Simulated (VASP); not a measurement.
Nb2Sn2S:

```
Nb Sn S
1.0
    -2.19584    2.19584    5.85166
     2.19584   -2.19584    5.85166
     2.19584    2.19584   -5.85166
Nb Sn S
2 2 1
Direct
  0.37500 0.37500 0.00000
  0.62500 0.62500 0.00000
  0.75000 0.25000 0.50000
  0.25000 0.75000 0.50000
  0.00000 0.00000 0.00000
```

The cell was generated, and may not be a known phase.

| Item | Value |
| --- | --- |
| Program | VASP 6.6.1 |
| Task | relaxation of cell and atoms |
| Functional | PBE |
| Potentials or basis | VASP PAW PBE potentials, release 64 (Nb_sv, Sn_d, S) |
| Cutoff | 600 eV |
| k mesh | 6 × 6 × 6 |
| Occupations | gaussian, width 0.1 eV |
| Spin | no spin polarisation |

At the start: pressure 11.4 GPa; volume 22.57 Å³/atom.

Problem. How do energy, volume and symmetry change on relaxing?

Solution. Over 14 steps the energy falls by 664.9 meV/atom and the volume is 21.51 Å³/atom (-4.7 %); space group I4/mmm (No. 139, to 0.1 Å) before and after.

Step by step:
```tsv
step	energy change (eV)	largest force (eV/Å)	pressure (GPa)	volume (Å³)
1	0.0000	5.3598	11.38	112.86
2	-1.0979	0.5574	-10.28	141.11
3	-1.4223	1.7666	-6.14	130.78
4	-2.3511	0.1286	-4.71	121.87
5	-2.5789	1.3699	-2.19	116.76
6	-3.2202	0.7633	1.67	107.34
7	-3.2535	0.6827	3.37	104.78
8	-3.2719	0.0921	-3.45	111.32
9	-3.3161	0.2849	-0.54	108.23
10	-3.3161	0.2909	-0.48	108.16
11	-3.3233	0.1126	0.04	107.51
12	-3.3240	0.0340	0.28	107.23
13	-3.3243	0.0192	-0.16	107.74
14	-3.3244	0.0009	-0.01	107.56
```

Final structure:
```
CELL_PARAMETERS angstrom
-1.96476 1.96476 6.96603
1.96476 -1.96476 6.96603
1.96476 1.96476 -6.96603
ATOMIC_POSITIONS crystal
Nb 0.40600 0.40600 0.00000
Nb 0.59400 0.59400 0.00000
Sn 0.75000 0.25000 0.50000
Sn 0.25000 0.75000 0.50000
S 0.00000 0.00000 0.00000
```
